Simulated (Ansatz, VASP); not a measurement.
**One calculation of BaF2, two programs**

File INCAR:

```
  ALGO = Normal
  EDIFF = 1E-8
  ENCUT = 520
  GGA = CA
  GGA_COMPAT = F
  ISIF = 2
  ISMEAR = -1
  LASPH = T
  LCHARG = F
  LEFG = T
  LREAL = F
  LWAVE = F
  NBANDS = 19
  NELM = 120
  PREC = Accurate
  SIGMA = 0.01
```

The input KPOINTS:

```
k-points
0
Gamma
  8 8 8
```

POSCAR

```
BaF2
1.0
    0.0000000000      3.1000500000      3.1000500000
    3.1000500000      0.0000000000      3.1000500000
    3.1000500000      3.1000500000      0.0000000000
Ba F
1 2
Direct
    0.0000000000      0.0000000000      0.0000000000
    0.2500000000      0.2500000000      0.2500000000
    0.7500000000      0.7500000000      0.7500000000
```

Input for Ansatz:

```yaml
crystal:
  lattice:
    - [0.0, 3.10005, 3.10005]
    - [3.10005, 0.0, 3.10005]
    - [3.10005, 3.10005, 0.0]
  atoms:
    - { symbol: Ba, position: [0.0, 0.0, 0.0] }
    - { symbol: F, position: [0.25, 0.25, 0.25] }
    - { symbol: F, position: [0.75, 0.75, 0.75] }
kpoints:
  mp_grid: { grid: [8, 8, 8] }
  band_path:
    path:
      - [0.0, 0.0, 0.0]
      - [0.5, 0.0, 0.5]
      - [0.625, 0.25, 0.625]
      - [0.375, 0.375, 0.75]
      - [0.0, 0.0, 0.0]
      - [0.5, 0.5, 0.5]
      - [0.5, 0.25, 0.75]
      - [0.5, 0.0, 0.5]
    npoints: 8
scf:
  occupations: { method: fermi_dirac, width: 0.01 }
hamiltonian:
  xc: lda
  pseudopotentials: { kind: all_electron, datasets: crystal }
output:
  forces: true
  stress: true
  eigenvalues: true
  efg: { contact_densities: true }
```

Alike in both runs: task electric field gradients; functional LDA; k mesh 8 × 8 × 8; occupations fermi-dirac, width 0.01 eV; no spin polarisation.

|  | VASP | Ansatz |
| --- | --- | --- |
| version | VASP 6.6.1 | Ansatz 0.2.0 |
| potentials or method | VASP PAW LDA potentials, release 64 (Ba_sv, F), cutoff 520 eV | all-electron PAW with datasets made for the crystal, scalar-relativistic |

|  | VASP | Ansatz | Ansatz less VASP |
| --- | --- | --- | --- |
| gap on the k mesh at the Fermi level (eV) | 6.39 | 6.44 | +0.058 |
| pressure (GPa) | -3.4 | -4.6 | -1.19 |

LDA's correlation is that of Perdew and Zunger in VASP and of Perdew and Wang (1992) in Ansatz. Ansatz ran all-electron here, and VASP with PAW potentials.

Neither program's run includes spin-orbit coupling.
